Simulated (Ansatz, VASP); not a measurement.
## Ti in VASP and in Ansatz

File INCAR:

```
ALGO = Fast ; EDIFF = 1E-7
EDIFFG = -0.005 ; ENCUT = 600
GGA = PS ; IBRION = 2
ISIF = 3 ; ISMEAR = 0
LASPH = True ; LCHARG = False
LREAL = False ; LWAVE = False
NELM = 80 ; NSW = 100
PREC = Accurate ; SIGMA = 0.1
```

KPOINTS

```
k-points
0
Gamma
  18 18 18
```

The input POSCAR:

```
Ti
1.0
    0.0000000000      2.0300000000      2.0300000000
    2.0300000000      0.0000000000      2.0300000000
    2.0300000000      2.0300000000      0.0000000000
Ti
1
Direct
    0.0000000000      0.0000000000      0.0000000000
```

Input for Ansatz:

```yaml
crystal:
  lattice:
    - [0.0, 2.03, 2.03]
    - [2.03, 0.0, 2.03]
    - [2.03, 2.03, 0.0]
  atoms:
    - { symbol: Ti, position: [0.0, 0.0, 0.0] }
basis:
  ecutwfc: 420
kpoints:
  mp_grid: { grid: [18, 18, 18] }
hamiltonian:
  xc: pbesol
  pseudopotentials: { kind: paw, azcp: { folder: soft_1 } }
scf:
  occupations: { method: gaussian, width: 0.1 }
output:
  forces: true
  stress: true
  eigenvalues: true
relax:
  adjacent_minimum: "off"
  f_tol: 0.005
  max_steps: 80
  cell: { stress_tol: 0.05 }
```

Alike in both runs: task relaxation of cell and atoms; functional PBEsol; k mesh 18 × 18 × 18; occupations gaussian, width 0.1 eV; no spin polarisation.

```csv
,VASP,Ansatz
version,VASP 6.6.1,Ansatz 0.2.0
potentials or method,"VASP PAW PBE potentials, release 64 (Ti_sv), cutoff 600 eV","scalar-relativistic, plane waves, PAW"
valence electrons in the cell,12,12
```

```csv
,VASP,Ansatz,Ansatz less VASP
"gap on the k mesh at the Fermi level, each at its own relaxed structure (eV)",none,none,-
relaxed volume (Å³/atom),16.64,16.67,+0.033
relaxed cell length with the largest relative difference (Å),2.866,2.868,+0.0019
```

VASP's potentials were made for PBE, not for PBEsol, and Ansatz warns of the same on its side. A gap of «none» marks a metal or a gap that the smearing closes.
